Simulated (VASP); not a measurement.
A run of VASP 6.6.1 is set up as follows.

The input INCAR:

```
SYSTEM = B
ALGO = Normal ; EDIFF = 1E-6
ENCUT = 520 ; GGA = PE
ISIF = 2 ; ISMEAR = 0
LASPH = .TRUE. ; LCHARG = .FALSE.
LREAL = .FALSE. ; LWAVE = .FALSE.
NBANDS = 22 ; NELM = 100
PREC = Accurate ; SIGMA = 0.1
```

File KPOINTS:

```
k-points
0
G
  8 8 8
  0 0 0
```

The input POSCAR:

```
B
1.0
    0.0000000000      4.2864190923      4.2864190923
    4.2864190923      0.0000000000      4.2864190923
    4.2864190923      4.2864190923      0.0000000000
B
8
Direct
    0.2889916007      0.5703361331      0.5703361331
    0.6796638669      0.6796638669      0.6796638669
    0.6796638669      0.6796638669      0.9610083993
    0.6796638669      0.9610083993      0.6796638669
    0.5703361331      0.2889916007      0.5703361331
    0.5703361331      0.5703361331      0.5703361331
    0.5703361331      0.5703361331      0.2889916007
    0.9610083993      0.6796638669      0.6796638669
```

Potentials or basis: VASP PAW PBE potentials, release 64 (B).

Launch:

```sh
$ cat potpaw_PBE.64/B/POTCAR > POTCAR
$ mpirun -np 1 vasp_std > vasp.out
```

**Question.** Predict the pressure.

**Answer.** 0.0 GPa.

**Question.** Estimate the band gap on the k mesh.

**Answer.** Zero (band 12 reaches -1.37 eV, above the bottom of band 13 at -1.55 eV).

**Question.** Estimate the largest force.

**Answer.** 0.023 eV/Å.

Forces in eV/Å, atoms in the order of the input:
```
B    0.014 -0.014 -0.014
B   -0.014 -0.014 -0.014
B    0.014  0.014 -0.014
B    0.014 -0.014  0.014
B   -0.014  0.014 -0.014
B    0.014  0.014  0.014
B   -0.014 -0.014  0.014
B   -0.014  0.014  0.014
```
